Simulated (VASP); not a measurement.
# Os (P6_3/mmc) in VASP: further runs

The runs below take Os through relaxation of cell and atoms, with PBE.

All numbers are computed with VASP 6.6.1; they aren't measurements. Logs are shortened: lines on timing, memory, paths and dates and some standing lists are left out, and cuts for length are marked.

**1. The cell of the first run**

It takes space group P6_3/mmc (No. 194, hexagonal). Conventional cell: a = 2.731 Å, b = 2.731 Å, c = 4.424 Å, α = 90.00°, β = 90.00°, γ = 120.00°. Os (site symmetry -6m2) has 12 Os at 2.72 to 2.73 Å within 3.6 Å.

**2. Relaxation of cell and atoms, PBE**

File INCAR:

```
SYSTEM = Os
ALGO = Normal
EDIFF = 1E-6
EDIFFG = -0.005
ENCUT = 600
GGA = PE
IBRION = 2
ISIF = 3
ISMEAR = -1
LASPH = .TRUE.
LCHARG = .FALSE.
LREAL = .FALSE.
LWAVE = .FALSE.
NELM = 80
NSW = 60
PREC = Accurate
SIGMA = 0.05
```

File KPOINTS:

```
k-points
0
G
  17 17 9
  0 0 0
```

File POSCAR:

```
Os
1.0
    2.7305981567      0.0000000000      0.0000000000
   -1.3652990784      2.3647673712      0.0000000000
    0.0000000000      0.0000000000      4.4235690139
Os
2
Direct
    0.3333333333      0.6666666667      0.2500000000
    0.6666666667      0.3333333333      0.7500000000
```

Potentials or basis: VASP PAW PBE potentials, release 64 (Os).

Command:

```console
$ cat potpaw_PBE.64/Os/POTCAR > POTCAR
$ mpirun -np 1 vasp_std > vasp.out
```

OUTCAR:

```text
SYSTEM = Os
   EDIFF = 1E-6
   EDIFFG = -0.005
   ENCUT = 600
   GGA = PE
   IBRION = 2
   ISIF = 3
   ISMEAR = -1
   LASPH = .TRUE.
   LREAL = .FALSE.
   NELM = 80
   NSW = 60
   PREC = Accurate

 ion  position               nearest neighbor table
   1  0.333  0.667  0.250-   2 2.72   2 2.72   2 2.72   2 2.72   2 2.72   2 2.72
   2  0.667  0.333  0.750-   1 2.72   1 2.72   1 2.72   1 2.72   1 2.72   1 2.72

  LATTYP: Found a hexagonal cell.
 ALAT       =     2.7305981567
 C/A-ratio  =     1.6200000000

  Lattice vectors:

 A1 = (   2.7305981567,   0.0000000000,   0.0000000000)
 A2 = (  -1.3652990784,   2.3647673712,   0.0000000000)
 A3 = (   0.0000000000,   0.0000000000,   4.4235690139)

Analysis of symmetry for initial positions (statically):
=====================================================================
 Subroutine PRICEL returns:
 Original cell was already a primitive cell.

 Routine SETGRP: Setting up the symmetry group for a
 hexagonal supercell.

 Subroutine GETGRP returns: Found 24 space group operations
 (whereof 12 operations were pure point group operations)
 out of a pool of 24 trial point group operations.

The static configuration has the point symmetry D_3d.
 The point group associated with its full space group is D_6h.

Analysis of symmetry for dynamics (positions and initial velocities):
=====================================================================
 Subroutine PRICEL returns:
 Original cell was already a primitive cell.

 Routine SETGRP: Setting up the symmetry group for a
 hexagonal supercell.

 Subroutine GETGRP returns: Found 24 space group operations
 (whereof 12 operations were pure point group operations)
 out of a pool of 24 trial point group operations.

The dynamic configuration has the point symmetry D_3d.
 The point group associated with its full space group is D_6h.

 Subroutine INISYM returns: Found 24 space group operations
 (whereof 12 operations are pure point group operations),
 and found     1 'primitive' translations

----------------------------------------------------------------------------------------

                                     Primitive cell

  volume of cell :      28.5640

  direct lattice vectors                    reciprocal lattice vectors
     2.730598157  0.000000000  0.000000000     0.366220126  0.211437288  0.000000000
    -1.365299078  2.364767371  0.000000000     0.000000000  0.422874576  0.000000000
     0.000000000  0.000000000  4.423569014     0.000000000  0.000000000  0.226061806

  length of vectors
     2.730598157  2.730598157  4.423569014     0.422874576  0.422874576  0.226061806

  position of ions in fractional coordinates (direct lattice)
     0.333333333  0.666666667  0.250000000
     0.666666667  0.333333333  0.750000000

  ion indices of the primitive-cell ions
   primitive index   ion index
                 1           1
                 2           2

----------------------------------------------------------------------------------------

 KPOINTS: k-points

Automatic generation of k-mesh.
 Grid dimensions read from file:
 generate k-points for:   17   17    9

 Generating k-lattice:

  Cartesian coordinates                     Fractional coordinates (reciprocal lattice)
     0.021542360  0.012437488  0.000000000     0.058823529  0.000000000  0.000000000
     0.000000000  0.024874975  0.000000000     0.000000000  0.058823529  0.000000000
     0.000000000  0.000000000  0.025117978     0.000000000  0.000000000  0.111111111

  Length of vectors
     0.024874975  0.024874975  0.025117978

  Shift w.r.t. Gamma in fractional coordinates (k-lattice)
     0.000000000  0.000000000  0.000000000

 Subroutine IBZKPT returns following result:
 ===========================================

 Found    165 irreducible k-points:

 Following reciprocal coordinates:
            Coordinates               Weight
  0.000000  0.000000  0.000000      1.000000
  0.058824  0.000000  0.000000      6.000000
  0.117647  0.000000  0.000000      6.000000
  0.176471  0.000000  0.000000      6.000000
  0.235294  0.000000  0.000000      6.000000
  0.294118  0.000000  0.000000      6.000000
[... 16 lines left out ...]
  0.411765  0.117647  0.000000     12.000000
  0.176471  0.176471  0.000000      6.000000
 [... further k-points ...]
   k-points           NKPTS =    165   k-points in BZ     NKDIM =    165   number of bands    NBANDS=     12
   number of dos      NEDOS =    301   number of ions     NIONS =      2
   total plane-waves  NPLWV =  20736
   dimension x,y,z NGX =    24 NGY =   24 NGZ =   36
   dimension x,y,z NGXF=    48 NGYF=   48 NGZF=   72
   ions per type =               2
   NGX,Y,Z   is equivalent  to a cutoff of  14.61, 14.61, 13.53 a.u.
   NGXF,Y,Z  is equivalent  to a cutoff of  29.22, 29.22, 27.06 a.u.
 SYSTEM =  Os
   PREC   = accura    normal or accurate (medium, high low for compatibility)
   ISTART =      0    job   : 0-new  1-cont  2-samecut
   ICHARG =      2    charge: 1-file 2-atom 10-const
   ISPIN  =      1    spin polarized calculation?
   LNONCOLLINEAR =      F non collinear calculations
   LSORBIT =      F    spin-orbit coupling
   LASPH  =      T    aspherical Exc in radial PAW
   ENCUT  =  600.0 eV  44.10 Ry    6.64 a.u.   5.45  5.45  8.83*2*pi/ulx,y,z
   NELM   =     80;   NELMIN=  2; NELMDL= -5     # of ELM steps
   EDIFF  = 0.1E-05   stopping-criterion for ELM
   LREAL  =      F    real-space projection
   EDIFFG = -.5E-02   stopping-criterion for IOM
   NSW    =     60    number of steps for IOM
   IBRION =      2    ionic relax: 0-MD 1-quasi-New 2-CG
   NFREE  =      1    steps in history (QN), initial steepest desc. (CG)
   ISIF   =      3    stress and relaxation
   ISYM   =      2    0-nonsym 1-usesym 2-fastsym
   POTIM  = 0.5000    time-step for ionic-motion
   TEBEG  =    0.0;   TEEND  =   0.0 temperature during run
   PSTRESS=    0.0 pullay stress
   NELECT =      16.0000    total number of electrons
   NUPDOWN=      -1.0000    fix difference up-down
   EMIN   =  10.00;   EMAX   =-10.00  energy-range for DOS
   EFERMI =   0.00;   METHOD = LEGACY
   ISMEAR =    -1;   SIGMA  =   0.05  broadening in eV -4-tet -1-fermi 0-gaus
   EFERMI_NEDOS =   21; number of points for ismear=-14 and -15
   IALGO  =     38    algorithm
   IMIX   =      4    mixing-type and parameters
     AMIX     =   0.40;   BMIX     =  1.00
     AMIX_MAG =   1.60;   BMIX_MAG =  1.00
  volume/ion in A,a.u.               =      14.28        96.38
  Fermi-wavevector in a.u.,A,eV,Ry     =   1.349507  2.550199 24.778511  1.821169
  Thomas-Fermi vector in A             =   2.477088
   LORBIT       =      0    0 simple, 1 ext, 2 COOP (PROOUT), +10 PAW based schemes
   GGA     = PE    functional components
   LHFCALC =     F    Hartree Fock is set to
   AEXX    =    0.0000 exact exchange contribution
   IVDW    =     0    specifies the selected vdW correction
   LEPSILON=     F    determine dielectric tensor
   LRPA    =     F    only Hartree local field effects (RPA)
 conjugate gradient relaxation of ions
 non-spin polarized calculation
  energy-cutoff  :      600.00
  volume of cell :       28.56
 maximum number of plane-waves:       989
 NGX is ok and might be reduce to    24
   NGX = 11   NGY = 11   NGZ = 17

--------------------------------------- Ionic step        1  -------------------------------------------

 number of electron      16.0000002 magnetization

 Free energy of the ion-electron system (eV)
  ---------------------------------------------------
  ext. energy  EPLUGINS =         0.00000000
  ---------------------------------------------------
  free energy    TOTEN  =       -22.47935901 eV

  energy without entropy =      -22.46705957  energy(sigma->0) =      -22.47320929

------------------------ aborting loop because EDIFF is reached ----------------------------------------

  FORCE on cell =-STRESS in cart. coord.  units (eV):
  Direction    XX          YY          ZZ          XY          YZ          ZX
  --------------------------------------------------------------------------------------
  -------------------------------------------------------------------------------------
  Total        0.8861049      0.8861049     -1.9241951     -0.0000000      0.0000000      0.0000000
  in kB       49.7023252     49.7023252   -107.9296245     -0.0000000      0.0000000      0.0000000
  external PRESSURE =      -2.8416580 kB  Pullay stress =       0.0000000 kB

 VOLUME and BASIS-vectors are now :
 -----------------------------------------------------------------------------
  energy-cutoff  :      600.00
  volume of cell :       28.56
      direct lattice vectors                 reciprocal lattice vectors
     2.730598157  0.000000000  0.000000000     0.366220126  0.211437288  0.000000000
    -1.365299078  2.364767371  0.000000000     0.000000000  0.422874576  0.000000000
     0.000000000  0.000000000  4.423569014     0.000000000  0.000000000  0.226061806
[... 145 lines left out ...]
 POSITION                                       TOTAL-FORCE (eV/Angst)
 -----------------------------------------------------------------------------------
     -0.00000      1.59362      1.08699         0.000000      0.000000      0.000000
      1.38012      0.79681      3.26098        -0.000000     -0.000000      0.000000
 -----------------------------------------------------------------------------------
    total drift:                               -0.000000      0.000000     -0.000000

  FREE ENERGIE OF THE ION-ELECTRON SYSTEM (eV)
  ---------------------------------------------------
  free  energy   TOTEN  =       -22.5045985772 eV

  energy  without entropy=      -22.4948074464  energy(sigma->0) =      -22.49970301

--------------------------------------- Ionic step        6  -------------------------------------------

 number of electron      16.0000000 magnetization

 Free energy of the ion-electron system (eV)
  ---------------------------------------------------
  ext. energy  EPLUGINS =         0.00000000
  ---------------------------------------------------
  free energy    TOTEN  =       -22.50543242 eV

  energy without entropy =      -22.49570168  energy(sigma->0) =      -22.50056705

 E-fermi :   9.1886     XC(G=0): -13.9411

 val. band max:        9.1647407221   @ k =   0.2941   0.0000   0.1111
 cond. band min:       9.2004346495   @ k =   0.2941   0.1176   0.2222
 fundamental gap:      0.0356939274
 Fermi energy:         9.1885629582

 k-point     1 :       0.0000    0.0000    0.0000
  band No.  band energies     occupation
      1      -1.5969      2.00000
      2       1.5618      2.00000
      3       6.1919      2.00000
      4       6.1919      2.00000
      5       6.4705      2.00000
      6       7.0122      2.00000
      7       7.0122      2.00000
      8       7.6205      2.00000
      9       7.6205      2.00000
     10       9.2190      0.70504
     11      10.7967      0.00000
     12      10.7967      0.00000

 k-point     2 :       0.0588    0.0000    0.0000
  band No.  band energies     occupation
      1      -1.4597      2.00000
      2       1.6836      2.00000
      3       5.8960      2.00000
      4       6.3118      2.00000
      5       6.7288      2.00000
      6       6.9316      2.00000
      7       7.1239      2.00000
      8       7.4575      2.00000
      9       7.5231      2.00000
     10       8.5698      1.99999
     11      10.8646      0.00000
     12      11.6485      0.00000
[... 316 lines left out ...]
 k-point    24 :       0.1765    0.1765    0.0000
  band No.  band energies     occupation
      1       1.4480      2.00000
      2       3.5281      2.00000
      3       4.1289      2.00000
      4       4.1336      2.00000
      5       5.8268      2.00000
      6       6.3086      2.00000
      7       7.2914      2.00000
      8       8.3631      2.00000
      9       9.4171      0.02049
     10      10.3086      0.00000
     11      11.3785      0.00000
     12      17.5450      0.00000

 [... further k-points ...]
[... 5 lines left out ...]
  --------------------------------------------------------------------------------------
  -------------------------------------------------------------------------------------
  Total        0.0054411      0.0054411      0.0001275     -0.0000000      0.0000000      0.0000000
  in kB        0.3053374      0.3053374      0.0071544     -0.0000000      0.0000000      0.0000000
  external PRESSURE =       0.2059431 kB  Pullay stress =       0.0000000 kB

 VOLUME and BASIS-vectors are now :
 -----------------------------------------------------------------------------
  energy-cutoff  :      600.00
  volume of cell :       28.55
      direct lattice vectors                 reciprocal lattice vectors
     2.755466030 -0.000000000 -0.000000000     0.362915017  0.209529082 -0.000000000
    -1.377733015  2.386303582  0.000000000     0.000000000  0.419058165 -0.000000000
     0.000000000  0.000000000  4.342102281     0.000000000 -0.000000000  0.230303188

 POSITION                                       TOTAL-FORCE (eV/Angst)
 -----------------------------------------------------------------------------------
     -0.00000      1.59087      1.08553        -0.000000      0.000000      0.000000
      1.37773      0.79543      3.25658         0.000000     -0.000000      0.000000
 -----------------------------------------------------------------------------------
    total drift:                               -0.000000      0.000000     -0.000000

  FREE ENERGIE OF THE ION-ELECTRON SYSTEM (eV)
  ---------------------------------------------------
  free  energy   TOTEN  =       -22.5054324235 eV

  energy  without entropy=      -22.4957016771  energy(sigma->0) =      -22.50056705

 reached required accuracy - stopping structural energy minimisation
```

Run time: 70 s. Hardware: 1 thread of Intel Xeon 6975P-C (Granite Rapids), shared host; peak memory 0.21 GiB.

What came out:

```
Free energy                           : -22.5054 eV
Relaxed volume                        : 14.28 Å³/atom
Relaxed cell                          : a = 2.755 Å, b = 2.755 Å, c = 4.342 Å, α = 90.00°, β = 90.00°, γ = 120.00°
Space group after relaxing (to 0.1 Å) : P6_3/mmc (No. 194)
Energy gained by relaxing             : 13.0 meV/atom
Ionic steps                           : 6
Pressure after relaxing               : 0.0 GPa
Band gap on the k mesh                : zero (bands 8 and 9 overlap by 3.77 eV)
```

The path:
```tsv
step	energy change (eV)	largest force (eV/Å)	pressure (GPa)	volume (Å³)
1	0.0000	0.0000	-0.28	28.56
2	0.0344	0.0000	3.63	28.42
3	-0.0260	0.0000	0.51	28.52
4	-0.0260	0.0000	0.54	28.51
5	-0.0252	0.0000	-1.91	28.69
6	-0.0261	0.0000	0.02	28.55
```

Final structure:
```yaml
crystal:
  lattice:
    - [2.75547, 0.00000, 0.00000]
    - [-1.37773, 2.38630, 0.00000]
    - [0.00000, 0.00000, 4.34210]
  atoms:
    - { symbol: Os, position: [0.33333, 0.66667, 0.25000] }
    - { symbol: Os, position: [0.66667, 0.33333, 0.75000] }
```

Caveat: spin-orbit coupling is left out, which moves the levels of the heavy elements.

**3. Relaxation of cell and atoms, PBE**

File INCAR:

```
  PREC = Accurate
  ENCUT = 600
  EDIFF = 1E-6
  ISMEAR = -1
  SIGMA = 0.05
  LREAL = False
  LASPH = True
  NELM = 60
  ALGO = Normal
  ISIF = 3
  LWAVE = False
  LCHARG = False
  GGA = PE
  IBRION = 2
  NSW = 45
  EDIFFG = -0.005
```

File KPOINTS:

```
Automatic mesh
0
Gamma
  17 17 9
```

File POSCAR:

```
Os
1.0
    2.7554753047      0.0000000000      0.0000000000
   -1.3777376524      2.3863116134      0.0000000000
    0.0000000000      0.0000000000      4.3424529262
Os
2
Direct
    0.3333333333      0.6666666667      0.2500000000
    0.6666666667      0.3333333333      0.7500000000
```

Potentials or basis: VASP PAW PBE potentials, release 64 (Os).

Command:

```console
$ cat potpaw_PBE.64/Os/POTCAR > POTCAR
$ mpirun -np 1 vasp_std > vasp.out
```

Run time: 33 s. Hardware: 1 thread of Intel Xeon 6975P-C (Granite Rapids), shared host; peak memory 0.21 GiB.

Results (log left out):

* Free energy: -22.5055 eV
* Energy gained by relaxing: 0.0 meV/atom
* Ionic steps: 3
* Pressure after relaxing: 0.0 GPa
* Band gap on the k mesh: zero (bands 8 and 9 overlap by 3.77 eV)

Final structure:
```
Os
1.0
     2.75555    0.00000    0.00000
    -1.37777    2.38637    0.00000
     0.00000    0.00000    4.34192
Os
2
Direct
  0.33333 0.66667 0.25000
  0.66667 0.33333 0.75000
```

Levels at points of the mesh, in eV from the Fermi level:
```
           k point  band 5  band 6  band 7  band 8  band 9  band 10  band 11  band 12
(0.00, 0.00, 0.00)   -2.72   -2.18   -2.18   -1.57   -1.57     0.03     1.61     1.61
```

Caveat: spin-orbit coupling is left out, which moves the levels of the heavy elements.

The gap in the log of VASP goes by the Fermi energy; the results here count the filled bands.